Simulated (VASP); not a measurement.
# TiSi2O4 in VASP: further runs

Runs on TiSi2O4. Level: PBE. Tasks: single point.

Everything below comes from runs of VASP 6.6.1. Logs are shortened: lines on timing, memory, paths and dates and some standing lists are left out, and cuts for length are marked.

## 1. The cell of the first run

The typed cell holds 7 atoms: a = 5.126 Å, b = 5.126 Å, c = 2.764 Å, α = 90.00°, β = 90.00°, γ = 90.00°.

## 2. Single point, PBE, collinear spin

INCAR

```
PREC = Accurate
ENCUT = 520
EDIFF = 1E-6
ISMEAR = 0
SIGMA = 0.1
LREAL = False
LASPH = True
NELM = 150
ALGO = Normal
ISIF = 2
LWAVE = False
LCHARG = False
ISPIN = 2
MAGMOM = 1 0 0 0 0 0 0
LORBIT = 11
LMAXMIX = 4
GGA = PE
NBANDS = 35
```

KPOINTS

```
Automatic mesh
0
Gamma
  4 4 6
```

POSCAR

```
TiSi2O4
1.0
    5.1258312092      0.0000000000      0.0000000000
    0.0000000000      5.1258312092      0.0000000000
    0.0000000000      0.0000000000      2.7638364857
Ti Si O
1 2 4
Direct
    0.5000000000      0.5000000000      0.5051604306
    0.0000000000      0.5000000000      0.0051616025
    0.5000000000      0.0000000000      0.0051616025
    0.7328440843      0.7328440843      0.0051980436
    0.2671559157      0.2671559157      0.0051980436
    0.2671559157      0.7328440843      0.0051980436
    0.7328440843      0.2671559157      0.0051980436
```

Potentials or basis: VASP PAW PBE potentials, release 64 (Ti_sv, Si, O).

Started as:

```
$ cat potpaw_PBE.64/Ti_sv/POTCAR potpaw_PBE.64/Si/POTCAR potpaw_PBE.64/O/POTCAR > POTCAR
$ mpirun -np 1 vasp_std > vasp.out
```

OUTCAR:

```text
PREC = Accurate
   ENCUT = 520
   EDIFF = 1E-6
   ISMEAR = 0
   LREAL = False
   LASPH = True
   NELM = 150
   ISIF = 2
   ISPIN = 2
   LORBIT = 11
   GGA = PE

 ion  position               nearest neighbor table
   1  0.500  0.500  0.505-   4 2.18   5 2.18   6 2.18   7 2.18   4 2.18   5 2.18   6 2.18   7 2.18
                             2 2.91   3 2.91   3 2.91   2 2.91   3 2.91   2 2.91   2 2.91   3 2.91
   2  0.000  0.500  0.005-   4 1.82   5 1.82   6 1.82   7 1.82   1 2.91   1 2.91   1 2.91   1 2.91

   3  0.500  0.000  0.005-   4 1.82   5 1.82   6 1.82   7 1.82   1 2.91   1 2.91   1 2.91   1 2.91

   4  0.733  0.733  0.005-   2 1.82   3 1.82   1 2.18   1 2.18
   5  0.267  0.267  0.005-   2 1.82   3 1.82   1 2.18   1 2.18
   6  0.267  0.733  0.005-   2 1.82   3 1.82   1 2.18   1 2.18
   7  0.733  0.267  0.005-   2 1.82   3 1.82   1 2.18   1 2.18

  LATTYP: Found a simple tetragonal cell.
 ALAT       =     5.1258312092
 C/A-ratio  =     0.5391977170

  Lattice vectors:

 A1 = (   5.1258312092,   0.0000000000,   0.0000000000)
 A2 = (   0.0000000000,   5.1258312092,   0.0000000000)
 A3 = (   0.0000000000,   0.0000000000,   2.7638364857)

Analysis of symmetry for initial positions (statically):
=====================================================================
 Subroutine PRICEL returns:
 Original cell was already a primitive cell.

 Routine SETGRP: Setting up the symmetry group for a
 simple tetragonal supercell.

 Subroutine GETGRP returns: Found  8 space group operations
 (whereof  8 operations were pure point group operations)
 out of a pool of 16 trial point group operations.

The static configuration has the point symmetry C_4v.

Analysis of symmetry for dynamics (positions and initial velocities):
=====================================================================
 Subroutine PRICEL returns:
 Original cell was already a primitive cell.

 Routine SETGRP: Setting up the symmetry group for a
 simple tetragonal supercell.

 Subroutine GETGRP returns: Found  8 space group operations
 (whereof  8 operations were pure point group operations)
 out of a pool of 16 trial point group operations.

The dynamic configuration has the point symmetry C_4v.

Analysis of structural, dynamic, and magnetic symmetry:
=====================================================================
 Subroutine PRICEL returns:
 Original cell was already a primitive cell.

 Routine SETGRP: Setting up the symmetry group for a
 simple tetragonal supercell.

 Subroutine GETGRP returns: Found  8 space group operations
 (whereof  8 operations were pure point group operations)
 out of a pool of 16 trial point group operations.

The overall configuration has the point symmetry C_4v.

 Subroutine INISYM returns: Found  8 space group operations
[... 153 lines left out ...]
  free energy    TOTEN  =       -51.39607912 eV

  energy without entropy =      -51.38151765  energy(sigma->0) =      -51.38879839

 E-fermi :   7.9433     XC(G=0): -11.2216

 val. band max:        7.9343967606   @ k =   0.5000   0.5000   0.1667
 cond. band min:       7.9731553618   @ k =   0.5000   0.2500   0.0000
 fundamental gap:      0.0387586012
 Fermi energy:         7.9433433372

 spin component 1

 k-point     1 :       0.0000    0.0000    0.0000
  band No.  band energies     occupation
      1     -50.3366      1.00000
      2     -26.6384      1.00000
      3     -26.6384      1.00000
      4     -26.2923      1.00000
      5     -14.2056      1.00000
      6     -12.4498      1.00000
[... 877 lines left out ...]
     33      17.3537      0.00000
     34      17.6400      0.00000
 Fermi energy:         7.9433433372

 spin component 2

 k-point     1 :       0.0000    0.0000    0.0000
  band No.  band energies     occupation
      1     -50.3365      1.00000
      2     -26.6383      1.00000
      3     -26.6383      1.00000
      4     -26.2921      1.00000
      5     -14.2056      1.00000
      6     -12.4498      1.00000
[... 877 lines left out ...]
     33      17.3537      0.00000
     34      17.6401      0.00000
 [bands above 34 left out]

------------------------ aborting loop because EDIFF is reached ----------------------------------------

  FORCE on cell =-STRESS in cart. coord.  units (eV):
  Direction    XX          YY          ZZ          XY          YZ          ZX
  --------------------------------------------------------------------------------------
  -------------------------------------------------------------------------------------
  Total        0.0911308      0.0911308      0.1165575      0.0000000      0.0000000      0.0000000
  in kB        2.0106426      2.0106426      2.5716372      0.0000000      0.0000000      0.0000000
  external PRESSURE =       2.1976408 kB  Pullay stress =       0.0000000 kB

 VOLUME and BASIS-vectors are now :
 -----------------------------------------------------------------------------
  energy-cutoff  :      520.00
  volume of cell :       72.62
      direct lattice vectors                 reciprocal lattice vectors
     5.125831209  0.000000000  0.000000000     0.195090310  0.000000000  0.000000000
     0.000000000  5.125831209  0.000000000     0.000000000  0.195090310  0.000000000
     0.000000000  0.000000000  2.763836486     0.000000000  0.000000000  0.361815905

 POSITION                                       TOTAL-FORCE (eV/Angst)
 -----------------------------------------------------------------------------------
      2.56292      2.56292      1.39618         0.000000     -0.000000      0.000345
      0.00000      2.56292      0.01427         0.000000     -0.000000      0.000528
      2.56292      0.00000      0.01427         0.000000      0.000000      0.000528
      3.75644      3.75644      0.01437         0.008229      0.008229     -0.000350
      1.36940      1.36940      0.01437        -0.008229     -0.008229     -0.000350
      1.36940      3.75644      0.01437        -0.008229      0.008229     -0.000350
      3.75644      1.36940      0.01437         0.008229     -0.008229     -0.000350
 -----------------------------------------------------------------------------------
    total drift:                                0.000000     -0.000000     -0.001086

  FREE ENERGIE OF THE ION-ELECTRON SYSTEM (eV)
  ---------------------------------------------------
  free  energy   TOTEN  =       -51.3960791249 eV

  energy  without entropy=      -51.3815176509  energy(sigma->0) =      -51.38879839

 total charge

# of ion       s       p       d       tot
------------------------------------------
    1        2.155   6.168   1.864  10.187
    2        0.669   0.773   0.000   1.441
    3        0.669   0.773   0.000   1.441
    4        1.569   3.542   0.000   5.111
    5        1.569   3.542   0.000   5.111
    6        1.569   3.542   0.000   5.111
    7        1.569   3.542   0.000   5.111
--------------------------------------------------
tot          9.768  21.883   1.864  33.515

 magnetization (x)

# of ion       s       p       d       tot
------------------------------------------
    1       -0.000   0.000   0.000   0.000
    2        0.000  -0.000   0.000  -0.000
    3        0.000  -0.000   0.000  -0.000
    4        0.000   0.000   0.000   0.000
    5        0.000   0.000   0.000   0.000
    6        0.000   0.000   0.000   0.000
    7        0.000   0.000   0.000   0.000
--------------------------------------------------
tot         -0.000   0.000   0.000   0.000
```

OSZICAR:

```text
N       E                     dE             d eps       ncg     rms          rms(c)
DAV:   1     0.416938127840E+03    0.41694E+03   -0.21683E+04  3376   0.131E+03
DAV:   2    -0.134606692480E+02   -0.43040E+03   -0.40165E+03  3600   0.372E+02
DAV:   3    -0.590795743140E+02   -0.45619E+02   -0.44669E+02  4837   0.121E+02
[... 12 lines left out ...]
DAV:  16    -0.513961075748E+02   -0.18441E-04   -0.28923E-05  3967   0.274E-02    0.223E-02
DAV:  17    -0.513961199084E+02   -0.12334E-04   -0.18535E-05  3896   0.150E-02    0.236E-02
DAV:  18    -0.513960920461E+02    0.27862E-04   -0.94311E-05  3642   0.322E-02    0.146E-02
DAV:  19    -0.513960818515E+02    0.10195E-04   -0.49330E-05  3952   0.228E-02    0.813E-03
DAV:  20    -0.513960788702E+02    0.29813E-05   -0.37743E-05  3671   0.192E-02    0.348E-03
DAV:  21    -0.513960791249E+02   -0.25470E-06   -0.28443E-06  3350   0.689E-03
   1 F= -.51396079E+02 E0= -.51388798E+02  d E =-.145615E-01  mag=     0.0000
```

stdout:

```text
POSCAR found type information on POSCAR TiSiO
 POSCAR found :  3 types and       7 ions
 scaLAPACK will be used
 LDA part: xc-table for (Slater+PW92), standard interpolation
 POSCAR, INCAR and KPOINTS ok, starting setup
 FFT: planning ... GRIDC
 FFT: planning ... GRID_SOFT
 FFT: planning ... GRID
 WAVECAR not read
 entering main loop
```

Wall time 3.8 min (1 thread of Intel Xeon 8259CL, shared host); peak memory 0.27 GiB.

What came out:

| Property | Result |
| --- | --- |
| Free energy | -51.3961 eV |
| Pressure | 0.2 GPa |
| Largest force | 0.012 eV/Å |
| Band gap on the k mesh | zero (filled and empty bands overlap) |
| Net moment | 0.00 μB per cell |
| Valence electrons inside the program's atomic spheres | Ti 10.19; Si 1.44; O 5.11 |

Forces on the atoms (eV/Å):
```
Ti   0.000  0.000  0.000
Si   0.000  0.000  0.001
Si   0.000  0.000  0.001
O    0.008  0.008  0.000
O   -0.008 -0.008  0.000
O   -0.008  0.008  0.000
O    0.008 -0.008  0.000
```

Levels at points of the mesh, in eV from the Fermi level:
Spin up:
| k point | band 18 | band 19 | band 20 | band 21 | band 22 | band 23 | band 24 | band 25 | band 26 | band 27 |
| --- | --- | --- | --- | --- | --- | --- | --- | --- | --- | --- |
| (0.00, 0.00, 0.00) | -3.78 | -3.78 | -3.22 | -2.86 | -0.68 | 0.46 | 1.30 | 2.02 | 2.29 | 2.29 |
| (0.50, 0.00, 0.00) | -3.77 | -3.47 | -3.06 | -2.01 | -0.52 | -0.20 | 0.71 | 1.83 | 2.23 | 2.37 |
| (0.50, 0.50, 0.00) | -4.45 | -3.81 | -3.27 | -0.84 | -0.09 | -0.09 | 0.85 | 1.51 | 2.31 | 2.31 |
| (0.00, 0.00, 0.50) | -4.37 | -4.37 | -3.84 | -2.38 | 1.18 | 1.50 | 1.68 | 2.18 | 2.53 | 2.64 |
| (0.50, 0.00, 0.50) | -5.74 | -4.27 | -2.99 | -2.17 | -0.54 | 1.65 | 2.17 | 2.31 | 2.40 | 2.93 |
| (0.50, 0.50, 0.50) | -5.82 | -5.08 | -4.27 | -0.58 | -0.16 | -0.16 | 2.05 | 2.17 | 2.78 | 2.78 |
Spin down:
```csv
k point,band 18,band 19,band 20,band 21,band 22,band 23,band 24,band 25,band 26,band 27
"(0.00, 0.00, 0.00)",-3.78,-3.78,-3.22,-2.86,-0.68,0.46,1.30,2.02,2.29,2.29
"(0.50, 0.00, 0.00)",-3.77,-3.47,-3.06,-2.01,-0.52,-0.20,0.71,1.83,2.23,2.37
"(0.50, 0.50, 0.00)",-4.45,-3.81,-3.27,-0.84,-0.09,-0.09,0.85,1.51,2.31,2.31
"(0.00, 0.00, 0.50)",-4.37,-4.37,-3.84,-2.38,1.18,1.50,1.68,2.18,2.53,2.64
"(0.50, 0.00, 0.50)",-5.74,-4.27,-2.99,-2.17,-0.54,1.65,2.17,2.31,2.40,2.93
"(0.50, 0.50, 0.50)",-5.82,-5.08,-4.27,-0.58,-0.16,-0.16,2.05,2.17,2.78,2.78
```

Caveat: the k points lie up to 0.38 Å⁻¹ apart, too coarse for converged energies and pressures of a metal; semilocal functionals often make such compounds metallic where correlation or magnetic order opens a gap, which also shifts bond lengths.

## 3. Single point, PBE, collinear spin

This run uses another cell than the first one, of 11.64 Å³/atom.

INCAR

```
SYSTEM = TiSi2O4
ALGO = Normal
EDIFF = 1E-6
ENCUT = 520
GGA = PE
ISIF = 2
ISMEAR = 0
ISPIN = 2
LASPH = .TRUE.
LCHARG = .TRUE.
LELF = .TRUE.
LMAXMIX = 4
LORBIT = 11
LREAL = .FALSE.
LVHAR = .TRUE.
LWAVE = .FALSE.
MAGMOM = 1 0 0 0 0 0 0
NBANDS = 35
NELM = 150
PREC = Accurate
SIGMA = 0.1
```

KPOINTS

```
k-points
0
G
  4 4 6
  0 0 0
```

POSCAR

```
TiSi2O4
1.0
    5.3635119900      0.0000000000      0.0000000000
    0.0000000000      5.3635119900      0.0000000000
    0.0000000000      0.0000000000      2.8325976500
Ti Si O
1 2 4
Direct
    0.5000000000      0.5000000000      0.5040306500
    0.0000000000      0.5000000000      0.0000000000
    0.5000000000      0.0000000000      0.0000000000
    0.7500000000      0.7500000000      0.0080612900
    0.2500000000      0.2500000000      0.0080612900
    0.2500000000      0.7500000000      0.0080612900
    0.7500000000      0.2500000000      0.0080612900
```

Potentials or basis: VASP PAW PBE potentials, release 64 (Ti_sv, Si, O).

Started as:

```
$ cat potpaw_PBE.64/Ti_sv/POTCAR potpaw_PBE.64/Si/POTCAR potpaw_PBE.64/O/POTCAR > POTCAR
$ mpirun -np 1 vasp_std > vasp.out
```

OUTCAR:

```text
SYSTEM = TiSi2O4
   EDIFF = 1E-6
   ENCUT = 520
   GGA = PE
   ISIF = 2
   ISMEAR = 0
   ISPIN = 2
   LASPH = .TRUE.
   LORBIT = 11
   LREAL = .FALSE.
   NELM = 150
   PREC = Accurate

 ion  position               nearest neighbor table
   1  0.500  0.500  0.504-   4 2.36   5 2.36   6 2.36   7 2.36   4 2.37   5 2.37   6 2.37   7 2.37
                             2 3.03   3 3.03   3 3.03   2 3.03
   2  0.000  0.500  0.000-   4 1.90   5 1.90   6 1.90   7 1.90   1 3.03   1 3.03
   3  0.500  0.000  0.000-   4 1.90   5 1.90   6 1.90   7 1.90   1 3.03   1 3.03
   4  0.750  0.750  0.008-   2 1.90   3 1.90   1 2.36   1 2.37
   5  0.250  0.250  0.008-   2 1.90   3 1.90   1 2.36   1 2.37
   6  0.250  0.750  0.008-   2 1.90   3 1.90   1 2.36   1 2.37
   7  0.750  0.250  0.008-   2 1.90   3 1.90   1 2.36   1 2.37

  LATTYP: Found a simple tetragonal cell.
 ALAT       =     5.3635119900
 C/A-ratio  =     0.5281236726

  Lattice vectors:

 A1 = (   5.3635119900,   0.0000000000,   0.0000000000)
 A2 = (   0.0000000000,   5.3635119900,   0.0000000000)
 A3 = (   0.0000000000,   0.0000000000,   2.8325976500)

Analysis of symmetry for initial positions (statically):
=====================================================================
[... 1996 lines left out ...]

 VOLUME and BASIS-vectors are now :
 -----------------------------------------------------------------------------
  energy-cutoff  :      520.00
  volume of cell :       81.49
      direct lattice vectors                 reciprocal lattice vectors
     5.363511990  0.000000000  0.000000000     0.186445001  0.000000000  0.000000000
     0.000000000  5.363511990  0.000000000     0.000000000  0.186445001  0.000000000
     0.000000000  0.000000000  2.832597650     0.000000000  0.000000000  0.353032842

 POSITION                                       TOTAL-FORCE (eV/Angst)
 -----------------------------------------------------------------------------------
      2.68176      2.68176      1.42772        -0.000000     -0.000000     -0.030060
      0.00000      2.68176      0.00000        -0.000000     -0.000000      0.089634
      2.68176      0.00000      0.00000        -0.000000     -0.000000      0.089634
      4.02263      4.02263      0.02283        -1.630873     -1.630873     -0.037302
      1.34088      1.34088      0.02283         1.630873      1.630873     -0.037302
      1.34088      4.02263      0.02283         1.630873     -1.630873     -0.037302
      4.02263      1.34088      0.02283        -1.630873      1.630873     -0.037302
 -----------------------------------------------------------------------------------
    total drift:                                0.000000      0.000000     -0.001103

  FREE ENERGIE OF THE ION-ELECTRON SYSTEM (eV)
  ---------------------------------------------------
  free  energy   TOTEN  =       -50.0073606101 eV

  energy  without entropy=      -49.9847785089  energy(sigma->0) =      -49.99606956

 total charge

# of ion       s       p       d       tot
------------------------------------------
    1        2.126   6.092   1.768   9.986
    2        0.694   0.674   0.000   1.368
    3        0.694   0.674   0.000   1.368
    4        1.573   3.426   0.000   4.998
    5        1.573   3.426   0.000   4.998
    6        1.573   3.426   0.000   4.998
    7        1.573   3.426   0.000   4.998
--------------------------------------------------
tot          9.804  21.144   1.768  32.715

 magnetization (x)

# of ion       s       p       d       tot
------------------------------------------
    1       -0.000  -0.000  -0.000  -0.000
    2       -0.000   0.000   0.000   0.000
    3       -0.000   0.000   0.000   0.000
    4       -0.000  -0.000   0.000  -0.000
    5       -0.000  -0.000   0.000  -0.000
    6       -0.000  -0.000   0.000  -0.000
    7       -0.000  -0.000   0.000  -0.000
--------------------------------------------------
tot         -0.000  -0.000  -0.000  -0.000
```

OSZICAR:

```text
N       E                     dE             d eps       ncg     rms          rms(c)
DAV:   1     0.409838248577E+03    0.40984E+03   -0.21544E+04  3368   0.129E+03
DAV:   2    -0.118597277060E+02   -0.42170E+03   -0.39023E+03  3637   0.362E+02
DAV:   3    -0.583865194492E+02   -0.46527E+02   -0.45622E+02  4773   0.120E+02
DAV:   4    -0.606308886853E+02   -0.22444E+01   -0.22256E+01  4896   0.222E+01
[... 11 lines left out ...]
DAV:  16    -0.500073624417E+02    0.31537E-05   -0.80155E-05  4519   0.348E-02    0.183E-02
DAV:  17    -0.500073745318E+02   -0.12090E-04   -0.17863E-05  3990   0.136E-02    0.275E-02
DAV:  18    -0.500073632539E+02    0.11278E-04   -0.19617E-05  3601   0.142E-02    0.165E-02
DAV:  19    -0.500073600933E+02    0.31606E-05   -0.15782E-05  3912   0.122E-02    0.106E-02
DAV:  20    -0.500073606101E+02   -0.51682E-06   -0.17088E-06  2694   0.667E-03
   1 F= -.50007361E+02 E0= -.49996070E+02  d E =-.225821E-01  mag=    -0.0001
```

stdout:

```text
POSCAR found type information on POSCAR TiSiO
 POSCAR found :  3 types and       7 ions
 scaLAPACK will be used
 LDA part: xc-table for (Slater+PW92), standard interpolation
 POSCAR, INCAR and KPOINTS ok, starting setup
 FFT: planning ... GRIDC
 FFT: planning ... GRID_SOFT
 FFT: planning ... GRID
 WAVECAR not read
 entering main loop
```

It took 3 min on 1 thread of Intel Xeon 8259CL, shared host; peak memory 0.27 GiB.

What came out:

```yaml
Free_energy: -50.0074 eV
Pressure: -21.2 GPa
Largest_force: 2.307 eV/Å
Band_gap_on_the_k_mesh: zero (filled and empty bands overlap)
Net_moment: 0.00 μB per cell
Valence_electrons_inside_the_program's_atomic_spheres: Ti 9.99; Si 1.37; O 5.00
```

Forces on the atoms (eV/Å):
```
Ti   0.000  0.000 -0.030
Si   0.000  0.000  0.090
Si   0.000  0.000  0.090
O   -1.631 -1.631 -0.037
O    1.631  1.631 -0.037
O    1.631 -1.631 -0.037
O   -1.631  1.631 -0.037
```

Caveat: the k points lie up to 0.37 Å⁻¹ apart, too coarse for converged energies and pressures of a metal; semilocal functionals often make such compounds metallic where correlation or magnetic order opens a gap, which also shifts bond lengths; forces of over 1 eV/Å act on the atoms, so gaps and moduli don't describe the material at rest.
